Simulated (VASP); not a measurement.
# Al33N32 (a cell with a defect) in VASP: further runs, part 2 of 2

VASP 6.6.1. The steps go on from the part before.

## (3) Single point, PBEsol, collinear spin

The input, INCAR:

```
SYSTEM = Al33N32
PREC = Accurate
ENCUT = 520
EDIFF = 1E-6
ISMEAR = -1
SIGMA = 0.05
LREAL = Auto
LASPH = .True.
NELM = 200
ALGO = Normal
ISIF = 2
LWAVE = .False.
LCHARG = .False.
ISPIN = 2
MAGMOM = 0 0 0 0 0 0 0 0.077 0.077 0 0 0 0 0 0 0 0.077 0 0 0 0 0 0 0.077 0.077 0 0 0 0 0 0 0.077 0.077 0 0 0 0 0 0 0.077 0 0 0 0 0 0 0 0 0 0 0.077 0 0 0 0.077 0 0 0 0 0 0.077 0 0.077 0 0.077
LORBIT = 11
GGA = PS
NBANDS = 172
NELECT = 257.0
ISYM = -1
GGA_COMPAT = .False.
```

The input, KPOINTS:

```
explicit points
1
Reciprocal
  0.25000000   0.25000000   0.25000000 1
```

The input, POSCAR:

```
Al33N32
1.0
    8.7554440000      0.0000000000      0.0000000000
    0.0000000000      8.7554440000      0.0000000000
    0.0000000000      0.0000000000      8.7554440000
Al N
33 32
Direct
    0.0000960000      0.0031270000      0.9934570000
    0.9995430000      0.9989020000      0.4905070000
    0.9985340000      0.4982960000      0.9930030000
    0.0063740000      0.4989160000      0.4863920000
    0.4931820000      0.0006710000      0.9963940000
    0.5003870000      0.0022980000      0.4884460000
    0.4906680000      0.4843850000      0.0125220000
    0.5022850000      0.4978950000      0.4930770000
    0.6176300000      0.6330070000      0.8283140000
    0.2468240000      0.2497680000      0.9932480000
    0.2506960000      0.2500820000      0.4904090000
    0.2490840000      0.7565470000      0.9964190000
    0.2476880000      0.7494260000      0.4883600000
    0.7514990000      0.2511990000      0.9930520000
    0.7509000000      0.2434410000      0.4862080000
    0.7660130000      0.7595080000      0.0128190000
    0.7517330000      0.7473380000      0.4932000000
    0.2488770000      0.0009140000      0.2454420000
    0.2404260000      0.0091000000      0.7436160000
    0.2484690000      0.5002630000      0.2447550000
    0.2522730000      0.4978120000      0.7405310000
    0.7494400000      0.0013070000      0.2449450000
    0.7519860000      0.9975650000      0.7405510000
    0.7526580000      0.4972660000      0.2430710000
    0.7794000000      0.4692860000      0.7233830000
    0.0007630000      0.2490590000      0.2420690000
    0.0055240000      0.2442520000      0.7418000000
    0.0035470000      0.7496160000      0.2455090000
    0.9965210000      0.7506690000      0.7405620000
    0.5001510000      0.2462670000      0.2452290000
    0.4988750000      0.2530780000      0.7404220000
    0.4992010000      0.7507140000      0.2451530000
    0.4376540000      0.8118610000      0.7707360000
    0.1255100000      0.1247970000      0.1171420000
    0.1241130000      0.1257490000      0.6139440000
    0.1253960000      0.6252830000      0.1145530000
    0.1255570000      0.6249080000      0.6197520000
    0.6248620000      0.1244900000      0.1144800000
    0.6254650000      0.1248510000      0.6197350000
    0.6257570000      0.6247370000      0.1105500000
    0.3687520000      0.3678490000      0.1255240000
    0.3755020000      0.3754310000      0.6159330000
    0.3747090000      0.8752660000      0.1241090000
    0.3610090000      0.8891580000      0.6023650000
    0.8755710000      0.3745190000      0.1173310000
    0.8919400000      0.3581140000      0.6018310000
    0.8824530000      0.8816200000      0.1260600000
    0.8745330000      0.8744540000      0.6160330000
    0.3755650000      0.1258810000      0.3669800000
    0.3757110000      0.1309790000      0.8672970000
    0.3772830000      0.6235440000      0.3685890000
    0.3902950000      0.6225980000      0.8683830000
    0.8760850000      0.1229740000      0.3646350000
    0.8730370000      0.1255880000      0.8668600000
    0.8765450000      0.6238400000      0.3660840000
    0.8601310000      0.6220550000      0.8647620000
    0.1271100000      0.3740460000      0.3646190000
    0.1245960000      0.3770690000      0.8668200000
    0.1242970000      0.8746070000      0.3671120000
    0.1189160000      0.8742720000      0.8675430000
    0.6264070000      0.3734760000      0.3659260000
    0.6277010000      0.3897580000      0.8650210000
    0.6265970000      0.8729150000      0.3688370000
    0.6275010000      0.8598380000      0.8679110000
    0.6410630000      0.6086530000      0.6200200000
```

Potentials or basis: VASP PAW PBE potentials, release 64 (Al, N).

The run is started by

```
$ cat potpaw_PBE.64/Al/POTCAR potpaw_PBE.64/N/POTCAR > POTCAR
$ mpirun -np 1 vasp_std > vasp.out
```

OUTCAR:

```text
SYSTEM = Al33N32
   PREC = Accurate
   ENCUT = 520
   EDIFF = 1E-6
   ISMEAR = -1
   LREAL = Auto
   LASPH = .True.
   NELM = 200
   ISIF = 2
   ISPIN = 2
   LORBIT = 11
   GGA = PS
   NELECT = 257.0
   ISYM = -1

 ion  position               nearest neighbor table
   1  0.000  0.003  0.993-  34 1.87  47 1.88  60 1.89  54 1.90  16 2.96  19 3.04  27 3.05  10 3.05
                            26 3.06  12 3.07  14 3.07  18 3.10  23 3.10  22 3.11  29 3.13  28 3.13
   2  1.000  0.999  0.491-  59 1.88  53 1.89  35 1.89  48 1.90  15 3.05  28 3.06  19 3.06  18 3.06
                            22 3.07  27 3.08  23 3.08  13 3.08  29 3.09  26 3.09  17 3.09  11 3.11
   3  0.999  0.498  0.993-  45 1.88  58 1.89  36 1.90  56 1.98  25 3.05  14 3.06  16 3.07  24 3.07
                            10 3.08  26 3.09  20 3.11  28 3.12  29 3.13  27 3.13  21 3.13  12 3.15
   4  0.006  0.499  0.486-  57 1.86  46 1.88  55 1.90  37 1.92  25 2.88  20 2.99  28 3.04  13 3.05
                            11 3.05  26 3.06  24 3.08  21 3.10  17 3.12  29 3.13  27 3.16  15 3.16
   5  0.493  0.001  0.996-  43 1.88  38 1.89  50 1.91  64 2.04  33 2.62  12 3.02  18 3.05  30 3.06
                            10 3.07  32 3.09  22 3.13  19 3.13  31 3.15  14 3.15  23 3.19  16 3.19
   6  0.500  0.002  0.488-  44 1.86  49 1.87  63 1.90  39 1.92  30 3.02  33 3.03  15 3.04  22 3.05
                            18 3.06  32 3.06  11 3.08  31 3.11  23 3.12  13 3.13  17 3.13  19 3.19
   7  0.491  0.484  0.013-  41 1.78  40 1.91  62 1.95  52 1.96   9 2.35  30 2.92  20 2.94  10 2.97
                            24 3.06  14 3.07  32 3.10  31 3.13  21 3.17  12 3.19
   8  0.502  0.498  0.493-  42 1.88  51 1.90  61 1.90  65 1.91  31 3.05  21 3.08  17 3.09  11 3.09
                            30 3.09  24 3.10  32 3.10  20 3.11  15 3.12  13 3.13  25 3.16   9 3.32
   9  0.618  0.633  0.828-  65 1.85  64 2.02  52 2.02  56 2.15  62 2.16  25 2.21  33 2.28  16 2.35
                             7 2.35  40 2.47  17 3.32   8 3.32
  10  0.247  0.250  0.993-  34 1.87  41 1.88  50 1.89  58 1.90   7 2.97  19 3.04  27 3.05   1 3.05
                            26 3.06   5 3.07   3 3.08  21 3.10  18 3.10  20 3.11  31 3.13  30 3.13
  11  0.251  0.250  0.490-  49 1.88  57 1.89  35 1.89  42 1.90   4 3.05  18 3.06  19 3.06  30 3.06
                            20 3.07  27 3.07   6 3.08  21 3.08  31 3.08  26 3.08   8 3.09   2 3.11
  12  0.249  0.757  0.996-  43 1.88  36 1.89  60 1.91  52 2.04  33 2.62   5 3.02  18 3.05  28 3.06
                             1 3.07  32 3.09  20 3.12  19 3.13  29 3.15   3 3.15  21 3.19   7 3.19
  13  0.248  0.749  0.488-  44 1.86  59 1.87  51 1.90  37 1.91  28 3.01  33 3.03   4 3.05  20 3.05
                            18 3.06  32 3.06   2 3.08  29 3.12  21 3.12   6 3.13   8 3.13  19 3.19
  14  0.751  0.251  0.993-  45 1.88  54 1.89  38 1.89  62 1.98  25 3.05   3 3.06   7 3.07  24 3.07
                             1 3.07  26 3.08  22 3.11  30 3.12  31 3.13  27 3.13  23 3.13   5 3.15
  15  0.751  0.243  0.486-  53 1.86  46 1.89  61 1.90  39 1.91  25 2.88  22 2.99   6 3.04  30 3.05
                             2 3.05  26 3.06  24 3.08  23 3.10   8 3.12  31 3.14  27 3.16   4 3.16
  16  0.766  0.760  0.013-  47 1.78  40 1.91  56 1.95  64 1.96   9 2.35  28 2.91  22 2.94   1 2.96
                            24 3.06   3 3.07  32 3.10  29 3.12  23 3.17   5 3.19
  17  0.752  0.747  0.493-  48 1.88  63 1.90  55 1.90  65 1.91  29 3.05  23 3.08   8 3.09   2 3.09
                            28 3.09  24 3.10  32 3.10  22 3.11   4 3.12   6 3.13  25 3.17   9 3.32
  18  0.249  0.001  0.245-  59 1.88  43 1.88  49 1.89  34 1.90   5 3.05  12 3.05  11 3.06   2 3.06
[... 49 lines left out ...]
  52  0.390  0.623  0.868-  33 1.91   7 1.96  21 1.98   9 2.02  12 2.04
  53  0.876  0.123  0.365-  15 1.86  22 1.86  26 1.89   2 1.89
  54  0.873  0.126  0.867-  14 1.89  23 1.90   1 1.90  27 1.90
  55  0.877  0.624  0.366-  28 1.89  24 1.89   4 1.90  17 1.90
  56  0.860  0.622  0.865-  16 1.95  25 1.95  29 1.97   3 1.98   9 2.15
  57  0.127  0.374  0.365-   4 1.86  20 1.86  11 1.89  26 1.89
  58  0.125  0.377  0.867-   3 1.89  21 1.89  10 1.90  27 1.91
  59  0.124  0.875  0.367-  28 1.86  13 1.87   2 1.88  18 1.88
  60  0.119  0.874  0.868-  29 1.89   1 1.89  12 1.91  19 1.92
  61  0.626  0.373  0.366-  24 1.89  30 1.89  15 1.90   8 1.90
  62  0.628  0.390  0.865-  25 1.95   7 1.95  31 1.97  14 1.98   9 2.16
  63  0.627  0.873  0.369-  32 1.89  17 1.90  22 1.90   6 1.90
  64  0.628  0.860  0.868-  33 1.91  16 1.96  23 1.97   9 2.02   5 2.04
  65  0.641  0.609  0.620-   9 1.85  17 1.91   8 1.91  25 1.94

IMPORTANT INFORMATION: All symmetrisations will be switched off!
NOSYMM: (Re-)initialisation of all symmetry stuff for point group C_1.

----------------------------------------------------------------------------------------

[... 216 lines left out ...]
 Free energy of the ion-electron system (eV)
  ---------------------------------------------------
  ext. energy  EPLUGINS =         0.00000000
  ---------------------------------------------------
  free energy    TOTEN  =      -513.02859941 eV

  energy without entropy =     -513.02763743  energy(sigma->0) =     -513.02811842

 E-fermi :   9.3228     XC(G=0): -11.1481

 val. band max:        8.9879910249   @ k =   0.2500   0.2500   0.2500
 cond. band min:       9.6595226453   @ k =   0.2500   0.2500   0.2500
 fundamental gap:      0.6715316204
 Fermi energy:         9.3227772477

 spin component 1

 k-point     1 :       0.2500    0.2500    0.2500
  band No.  band energies     occupation
      1      -9.0694      1.00000
      2      -8.4269      1.00000
      3      -8.2664      1.00000
      4      -8.1429      1.00000
      5      -7.8406      1.00000
      6      -7.7244      1.00000
[... 132 lines left out ...]
    139      11.6483      0.00000
    140      11.7089      0.00000
 Fermi energy:         9.3227772477

 spin component 2

 k-point     1 :       0.2500    0.2500    0.2500
  band No.  band energies     occupation
      1      -9.0438      1.00000
      2      -8.4137      1.00000
      3      -8.2387      1.00000
      4      -8.1266      1.00000
      5      -7.8254      1.00000
      6      -7.7100      1.00000
[... 132 lines left out ...]
    139      11.6977      0.00000
    140      11.7322      0.00000
 [bands above 140 left out]

------------------------ aborting loop because EDIFF is reached ----------------------------------------

  FORCE on cell =-STRESS in cart. coord.  units (eV):
  Direction    XX          YY          ZZ          XY          YZ          ZX
  --------------------------------------------------------------------------------------
  -------------------------------------------------------------------------------------
  Total       -6.4523617     -6.4666215     -5.3918972     -8.8862949      1.2566383     -4.3262738
  in kB      -15.4026259    -15.4366657    -12.8711591    -21.2127406      2.9997589    -10.3273776
  external PRESSURE =     -14.5701502 kB  Pullay stress =       0.0000000 kB

 VOLUME and BASIS-vectors are now :
 -----------------------------------------------------------------------------
  energy-cutoff  :      520.00
  volume of cell :      671.17
      direct lattice vectors                 reciprocal lattice vectors
     8.755444000  0.000000000  0.000000000     0.114214653  0.000000000  0.000000000
     0.000000000  8.755444000  0.000000000     0.000000000  0.114214653  0.000000000
     0.000000000  0.000000000  8.755444000     0.000000000  0.000000000  0.114214653

 POSITION                                       TOTAL-FORCE (eV/Angst)
 -----------------------------------------------------------------------------------
      0.00084      0.02738      8.69816        -0.003576      0.004637      0.006245
      8.75144      8.74583      4.29461        -0.000435     -0.000835     -0.000439
      8.74261      4.36280      8.69418        -0.002936     -0.000010     -0.007239
      0.05581      4.36823      4.25858        -0.005339     -0.000997      0.008443
      4.31803      0.00587      8.72387         0.006436     -0.002056     -0.004506
      4.38111      0.02012      4.27656         0.001799      0.002455      0.004256
[... 57 lines left out ...]
      5.49405      7.52826      7.59895         0.003028      0.008461      0.000949
      5.61279      5.32903      5.42855         0.007129      0.000796     -0.031370
 -----------------------------------------------------------------------------------
    total drift:                               -0.001034     -0.002014      0.015454

  FREE ENERGIE OF THE ION-ELECTRON SYSTEM (eV)
  ---------------------------------------------------
  free  energy   TOTEN  =      -513.0285994132 eV

  energy  without entropy=     -513.0276374312  energy(sigma->0) =     -513.02811842

 total charge

# of ion       s       p       d       tot
------------------------------------------
    1        0.368   0.447   0.000   0.816
    2        0.367   0.443   0.000   0.809
    3        0.365   0.432   0.000   0.796
    4        0.369   0.447   0.000   0.816
    5        0.362   0.427   0.000   0.789
    6        0.368   0.446   0.000   0.813
[... 57 lines left out ...]
   64        1.218   2.574   0.000   3.792
   65        1.220   2.597   0.000   3.816
--------------------------------------------------
tot         51.212  98.335   0.000 149.547

 magnetization (x)

# of ion       s       p       d       tot
------------------------------------------
    1        0.002   0.003   0.000   0.005
    2        0.000   0.001   0.000   0.001
    3        0.000   0.001   0.000   0.002
    4        0.000   0.001   0.000   0.001
    5        0.000   0.007   0.000   0.007
    6        0.001   0.002   0.000   0.003
[... 57 lines left out ...]
   64        0.005   0.011   0.000   0.016
   65        0.001  -0.000   0.000   0.000
--------------------------------------------------
tot          0.083   0.221   0.000   0.304
```

It took 5.5 min on 1 thread of AMD EPYC 9R45 (Zen 5), shared host; peak memory 0.98 GiB.

Results:

- Free energy: -513.0286 eV
- Largest force: 0.046 eV/Å
- Net moment: 1.00 μB per cell
- Site moments: Al +0.01, +0.00, +0.10 (each value once); N +0.00, +0.02, -0.00 (each value once) μB
- Valence electrons inside the program's atomic spheres: Al 0.82, 0.81, 0.80, 0.79, 0.84, 0.87, 0.83, 0.90 (each value once); N 3.84, 3.87, 3.82, 3.81, 3.79, 3.88, 3.85, 3.89, 3.86, 3.83 (each value once)

Forces in eV/Å, atoms in the order of the input:
```
Al  -0.004  0.005  0.006
Al   0.000 -0.001  0.000
Al  -0.003  0.000 -0.007
Al  -0.005 -0.001  0.008
Al   0.006 -0.002 -0.005
Al   0.002  0.002  0.004
Al   0.015  0.011 -0.013
Al   0.004  0.001 -0.006
Al  -0.018  0.007  0.016
Al  -0.002  0.003  0.002
Al   0.003 -0.001 -0.002
Al   0.005 -0.005 -0.001
Al  -0.001  0.001 -0.001
Al   0.000  0.003 -0.003
Al  -0.006  0.006  0.004
Al  -0.022 -0.014 -0.021
Al  -0.001 -0.001 -0.001
Al  -0.002  0.002  0.004
Al   0.001 -0.003  0.003
Al   0.008  0.003 -0.003
Al  -0.009  0.002  0.005
Al   0.006  0.002  0.000
Al  -0.012 -0.004  0.005
Al  -0.011  0.000  0.000
Al  -0.003  0.019  0.022
Al   0.000  0.000 -0.002
Al  -0.002  0.009  0.007
Al  -0.001  0.005  0.000
Al  -0.001 -0.008  0.000
Al   0.004  0.010 -0.002
Al   0.006 -0.007 -0.001
Al   0.005 -0.009 -0.003
Al   0.008 -0.014  0.044
N   -0.002 -0.003  0.000
N    0.005  0.000 -0.010
N    0.004  0.000  0.002
N   -0.002  0.002  0.000
N    0.002 -0.001  0.000
N   -0.004  0.000  0.000
N   -0.001  0.001  0.010
N   -0.010 -0.009  0.012
N    0.000  0.000 -0.002
N    0.003 -0.004 -0.003
N   -0.008  0.012 -0.029
N    0.001 -0.002 -0.002
N    0.013 -0.016 -0.021
N    0.010  0.012  0.009
N   -0.002 -0.002 -0.003
N   -0.001  0.000  0.004
N    0.002 -0.006 -0.004
N   -0.001 -0.002  0.002
N   -0.004  0.000  0.002
N    0.004 -0.005 -0.005
N    0.000  0.000  0.000
N   -0.003  0.003  0.001
N    0.010  0.000  0.003
N    0.003 -0.005 -0.001
N    0.000 -0.002 -0.001
N    0.000 -0.001 -0.001
N    0.005 -0.002 -0.002
N   -0.003  0.003  0.000
N   -0.001 -0.003  0.003
N    0.001  0.000  0.004
N    0.003  0.008  0.001
N    0.007  0.001 -0.031
```

Levels at points of the mesh, in eV from the Fermi level:
Spin up:
```csv
k point,band 126,band 127,band 128,band 129,band 130,band 131,band 132,band 133
"(0.25, 0.25, 0.25)",-3.45,-3.38,-3.28,-0.33,0.53,0.78,1.15,1.45
```
Spin down:
```tsv
k point	band 124	band 125	band 126	band 127	band 128	band 129	band 130	band 131	band 132	band 133
(0.25, 0.25, 0.25)	-3.51	-3.48	-3.45	-3.37	-3.27	0.34	0.54	0.79	1.30	1.65
```

Caveat: the cell carries a net charge on a neutralising background, which shifts energy and pressure; the cell is charged against a uniform background, so pressure and absolute levels hang on convention; the PAW data sets were made with another functional, which shifts forces and pressure a little.
